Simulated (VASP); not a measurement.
# K3Pd (Pm-3m) in VASP: further runs, part 2 of 2

VASP 6.6.1. Earlier steps stand in the parts before.

**3. Relaxation of cell and atoms, LDA**

This run uses another cell than the first one, of 40.36 Å³/atom.

INCAR reads:

```
ALGO = Normal ; EDIFF = 1E-7
EDIFFG = -0.02 ; ENCUT = 600
IBRION = 2 ; ISIF = 3
ISMEAR = -1 ; LASPH = T
LCHARG = F ; LREAL = F
LWAVE = F ; NELM = 80
NSW = 80 ; PREC = Accurate
SIGMA = 0.1
```

KPOINTS reads:

```
k-points
0
Gamma
  9 9 9
```

POSCAR reads:

```
K3Pd
1.0
    5.4450100000      0.0000000000      0.0000000000
    0.0000000000      5.4450100000      0.0000000000
    0.0000000000      0.0000000000      5.4450100000
K Pd
3 1
Direct
    0.5000000000      0.5000000000      0.0000000000
    0.5000000000      0.0000000000      0.5000000000
    0.0000000000      0.5000000000      0.5000000000
    0.0000000000      0.0000000000      0.0000000000
```

Potentials or basis: VASP PAW LDA potentials, release 64 (K_sv, Pd).

On the command line:

```
> cat potpaw_LDA.64/K_sv/POTCAR potpaw_LDA.64/Pd/POTCAR > POTCAR
> mpirun -np 1 vasp_std > vasp.out
```

OUTCAR:

```text
EDIFF = 1E-7
   EDIFFG = -0.02
   ENCUT = 600
   IBRION = 2
   ISIF = 3
   ISMEAR = -1
   LASPH = T
   LREAL = F
   NELM = 80
   NSW = 80
   PREC = Accurate

 ion  position               nearest neighbor table
   1  0.500  0.500  0.000-
   2  0.500  0.000  0.500-
   3  0.000  0.500  0.500-
   4  0.000  0.000  0.000-

  LATTYP: Found a simple cubic cell.
 ALAT       =     5.4450100000

  Lattice vectors:

 A1 = (   5.4450100000,   0.0000000000,   0.0000000000)
 A2 = (   0.0000000000,   5.4450100000,   0.0000000000)
 A3 = (   0.0000000000,   0.0000000000,   5.4450100000)

Analysis of symmetry for initial positions (statically):
=====================================================================
 Subroutine PRICEL returns:
 Original cell was already a primitive cell.

 Routine SETGRP: Setting up the symmetry group for a
 simple cubic supercell.

 Subroutine GETGRP returns: Found 48 space group operations
 (whereof 48 operations were pure point group operations)
 out of a pool of 48 trial point group operations.

The static configuration has the point symmetry O_h .

Analysis of symmetry for dynamics (positions and initial velocities):
=====================================================================
 Subroutine PRICEL returns:
 Original cell was already a primitive cell.

 Routine SETGRP: Setting up the symmetry group for a
 simple cubic supercell.

 Subroutine GETGRP returns: Found 48 space group operations
 (whereof 48 operations were pure point group operations)
 out of a pool of 48 trial point group operations.

The dynamic configuration has the point symmetry O_h .

 Subroutine INISYM returns: Found 48 space group operations
 (whereof 48 operations are pure point group operations),
 and found     1 'primitive' translations

[... 122 lines left out ...]
   LORBIT       =      0    0 simple, 1 ext, 2 COOP (PROOUT), +10 PAW based schemes
   GGA     = CA    functional components
   LHFCALC =     F    Hartree Fock is set to
   AEXX    =    0.0000 exact exchange contribution
   IVDW    =     0    specifies the selected vdW correction
   LEPSILON=     F    determine dielectric tensor
   LRPA    =     F    only Hartree local field effects (RPA)
 conjugate gradient relaxation of ions
 non-spin polarized calculation
  energy-cutoff  :      600.00
  volume of cell :      161.43
 maximum number of plane-waves:      5449
 NGX is ok and might be reduce to    48
   NGX = 21   NGY = 21   NGZ = 21

--------------------------------------- Ionic step        1  -------------------------------------------

 number of electron      36.9999997 magnetization

 Free energy of the ion-electron system (eV)
  ---------------------------------------------------
  ext. energy  EPLUGINS =         0.00000000
  ---------------------------------------------------
  free energy    TOTEN  =        -8.81994043 eV

  energy without entropy =       -8.74666394  energy(sigma->0) =       -8.78330219

------------------------ aborting loop because EDIFF is reached ----------------------------------------

  FORCE on cell =-STRESS in cart. coord.  units (eV):
  Direction    XX          YY          ZZ          XY          YZ          ZX
  --------------------------------------------------------------------------------------
  -------------------------------------------------------------------------------------
  Total       -1.6790880     -1.6790880     -1.6790880      0.0000000     -0.0000000      0.0000000
  in kB      -16.6643358    -16.6643358    -16.6643358      0.0000000     -0.0000000      0.0000000
  external PRESSURE =     -16.6643358 kB  Pullay stress =       0.0000000 kB
[... 101 lines left out ...]
--------------------------------------- Ionic step        4  -------------------------------------------

 number of electron      37.0000000 magnetization

 Free energy of the ion-electron system (eV)
  ---------------------------------------------------
  ext. energy  EPLUGINS =         0.00000000
  ---------------------------------------------------
  free energy    TOTEN  =        -8.99946137 eV

  energy without entropy =       -8.92228352  energy(sigma->0) =       -8.96087245

 E-fermi :   1.8660     XC(G=0):  -8.5112

 val. band max:        1.8600690460   @ k =   0.2222   0.0000   0.0000
 cond. band min:       1.8700335837   @ k =   0.1111   0.1111   0.0000
 fundamental gap:      0.0099645377
 Fermi energy:         1.8659671735

 k-point     1 :       0.0000    0.0000    0.0000
  band No.  band energies     occupation
      1     -29.4741      2.00000
      2     -29.3505      2.00000
      3     -29.3505      2.00000
      4     -13.4875      2.00000
      5     -13.4875      2.00000
      6     -13.4875      2.00000
[... 589 lines left out ...]
     21       3.2532      0.00000
     22       4.1277      0.00000

 [... further k-points ...]

------------------------ aborting loop because EDIFF is reached ----------------------------------------

  FORCE on cell =-STRESS in cart. coord.  units (eV):
  Direction    XX          YY          ZZ          XY          YZ          ZX
  --------------------------------------------------------------------------------------
  -------------------------------------------------------------------------------------
  Total        0.0568297      0.0568297      0.0568297      0.0000000      0.0000000     -0.0000000
  in kB        0.6940058      0.6940058      0.6940058      0.0000000      0.0000000     -0.0000000
  external PRESSURE =       0.6940058 kB  Pullay stress =       0.0000000 kB
[... 19 lines left out ...]
  FREE ENERGIE OF THE ION-ELECTRON SYSTEM (eV)
  ---------------------------------------------------
  free  energy   TOTEN  =        -8.9994613710 eV

  energy  without entropy=       -8.9222835215  energy(sigma->0) =       -8.96087245

 reached required accuracy - stopping structural energy minimisation
```

OSZICAR:

```text
N       E                     dE             d eps       ncg     rms          rms(c)
DAV:   1     0.299813162914E+03    0.29981E+03   -0.17534E+04  1540   0.160E+03
DAV:   2     0.148459084394E+02   -0.28497E+03   -0.27915E+03  1762   0.443E+02
DAV:   3    -0.881897055991E+01   -0.23665E+02   -0.23425E+02  2496   0.100E+02
DAV:   4    -0.976909239016E+01   -0.95012E+00   -0.93868E+00  2036   0.205E+01
[... 49 lines left out ...]
DAV:   7    -0.899941486645E+01   -0.44149E-03   -0.20357E-03  3020   0.221E-01    0.581E-02
DAV:   8    -0.899946297283E+01   -0.48106E-04   -0.96071E-05  1972   0.508E-02    0.130E-02
DAV:   9    -0.899946148693E+01    0.14859E-05   -0.12113E-05  2260   0.196E-02    0.355E-03
DAV:  10    -0.899946134315E+01    0.14378E-06   -0.47436E-07  1766   0.447E-03    0.159E-03
DAV:  11    -0.899946137097E+01   -0.27821E-07   -0.69249E-08   962   0.181E-03
   4 F= -.89994614E+01 E0= -.89608724E+01  d E =-.179521E+00
```

Wall time 7.9 min (1 thread of Intel Xeon Platinum 8259CL at 2.50GHz (Skylake/Cascade Lake), shared host); peak memory 0.36 GiB.

What came out:

```
Free energy                           : -8.9995 eV
Relaxed volume                        : 32.80 Å³/atom
Relaxed cell                          : a = 5.081 Å, b = 5.081 Å, c = 5.081 Å, α = 90.00°, β = 90.00°, γ = 90.00°
Space group after relaxing (to 0.1 Å) : Pm-3m (No. 221)
Energy gained by relaxing             : 44.9 meV/atom
Ionic steps                           : 4
Pressure after relaxing               : 0.1 GPa
Band gap on the k mesh                : zero (an odd number of electrons rules out a gap without spin polarisation)
```

The path:
| step | energy change (eV) | largest force (eV/Å) | pressure (GPa) | volume (Å³) |
| --- | --- | --- | --- | --- |
| 1 | 0.0000 | 0.0000 | -1.67 | 161.43 |
| 2 | -0.0897 | 0.0000 | -1.30 | 151.82 |
| 3 | -0.1732 | 0.0000 | -0.41 | 136.87 |
| 4 | -0.1795 | 0.0000 | 0.07 | 131.20 |

Final structure:
```
K Pd
1.0
     5.08129    0.00000    0.00000
     0.00000    5.08129    0.00000
     0.00000    0.00000    5.08129
K Pd
3 1
Direct
  0.50000 0.50000 0.00000
  0.50000 0.00000 0.50000
  0.00000 0.50000 0.50000
  0.00000 0.00000 0.00000
```

Levels at points of the mesh, in eV from the Fermi level:
```
           k point  band 15  band 16  band 17  band 18  band 19  band 20  band 21  band 22
(0.00, 0.00, 0.00)    -1.72    -1.52    -1.52    -1.52    -0.07     2.90     2.90     3.22
```

Caveat: the volume moved by over 15 % at a fixed basis, so the end points are rough.
